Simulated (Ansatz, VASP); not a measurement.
Given: the input of a run of VASP 6.6.1 on V.

The input INCAR:

```
SYSTEM = V
PREC = Accurate
ENCUT = 520
EDIFF = 1E-6
ISMEAR = -1
SIGMA = 0.05
LREAL = .FALSE.
LASPH = .TRUE.
NELM = 150
ALGO = Normal
ISIF = 2
LWAVE = .FALSE.
LCHARG = .TRUE.
ISPIN = 2
MAGMOM = 2 2
LORBIT = 11
LMAXMIX = 4
GGA = PS
LELF = .TRUE.
LVHAR = .TRUE.
NBANDS = 24
```

File KPOINTS:

```
Automatic mesh
0
G
  12 12 6
  0 0 0
```

The input POSCAR:

```
V
1.0
    2.5868150921      0.0000000000      0.0000000000
   -1.2934075460      2.2402475846      0.0000000000
    0.0000000000      0.0000000000      4.6916348032
V
2
Direct
    0.3333333333      0.6666666667      0.2500000000
    0.6666666667      0.3333333333      0.7500000000
```

Potentials or basis: VASP PAW PBE potentials, release 64 (V_sv).

Launch:

```sh
$ cat potpaw_PBE.64/V_sv/POTCAR > POTCAR
$ mpirun -np 1 vasp_std > vasp.out
```

Set up the same calculation for Ansatz 0.2.0. Potentials there: Ansatz PAW.

As run (the cutoff follows the program's own potentials):

File input.yaml:

```yaml
crystal:
  lattice:
    - [2.5868150921, 0.0, 0.0]
    - [-1.293407546, 2.2402475846, 0.0]
    - [0.0, 0.0, 4.6916348032]
  atoms:
    - { symbol: V, position: [0.3333333333, 0.6666666667, 0.25], spin: 2.0 }
    - { symbol: V, position: [0.6666666667, 0.3333333333, 0.75], spin: 2.0 }
hamiltonian:
  xc: pbesol
  pseudopotentials: { kind: paw }
magnetization:
  spin_polarized: true
kpoints:
  mp_grid: { grid: [12, 12, 6] }
scf:
  occupations: { method: fermi_dirac, width: 0.05 }
output:
  forces: true
  stress: true
  eigenvalues: true
```

Potentials or basis: Ansatz PAW.

Command:

```bash
$ ansatz run input.yaml --threads 2 --pin off --max-ram 5632MiB --backend cpu --events-out ev --progress --plain --runs-dir out
```

Both were run:

|  | VASP | Ansatz | Ansatz less VASP |
| --- | --- | --- | --- |
| gap on the k mesh at the Fermi level (eV) | none | none | - |
| pressure (GPa) | -3.7 | -3.9 | -0.17 |
| traceless stress, the component that is largest in VASP (GPa) | -0.16 | -0.17 | -0.013 |
| net moment per atom (μB) | 0.00 | 0.00 | 0.000 |

VASP's potentials were made for PBE, not for PBEsol. A gap of «none» marks a metal or a gap that the smearing closes. With one functional, cell and mesh, what is left measures potentials, basis and numerics.
